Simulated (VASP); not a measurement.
Wanted: the native input for a VASP 6.6.1 run.

```yaml
Task: single point
Functional: PBE
Potentials_or_basis: VASP PAW PBE potentials, release 64 (S)
Cutoff: 520 eV
k_mesh: 17 × 17 × 17
Occupations: methfessel-paxton, width 0.05 eV
Spin: no spin polarisation
Dipole_correction: no
Further_INCAR_settings: ALGO = Normal; EDIFF = 1e-06; NBANDS = 9
```

The structure of S lies in POSCAR:

```
S
1.0
    2.5816747789      0.0000000000      0.0000000000
    0.0000000000      2.5816747789      0.0000000000
    0.0000000000      0.0000000000      2.5816747789
S
1
Direct
    0.0000000000      0.0000000000      0.0000000000
```

These files were run (other wordings do the same):

INCAR

```
PREC = Accurate
ENCUT = 520
EDIFF = 1E-6
ISMEAR = 1
SIGMA = 0.05
LREAL = F
LASPH = T
NELM = 100
ALGO = Normal
ISIF = 2
LWAVE = F
LCHARG = T
GGA = PE
LELF = T
LVHAR = T
NBANDS = 9
```

KPOINTS

```
regular mesh
0
Gamma
  17 17 17
```

Potentials or basis: VASP PAW PBE potentials, release 64 (S).

Launch:

```console
$ cat potpaw_PBE.64/S/POTCAR > POTCAR
$ mpirun -np 1 vasp_std > vasp.out
```

It gave:

```yaml
Pressure: -0.2 GPa
Band_gap_on_the_k_mesh: zero (band 3 reaches 9.93 eV, above the bottom of band 4 at 3.25 eV)
```

Run time: 11 s on 1 thread of Intel(R) Xeon(R) Platinum 8375C CPU @ 2.90GHz (Ice Lake), on a shared host, peak memory 0.13 GiB.
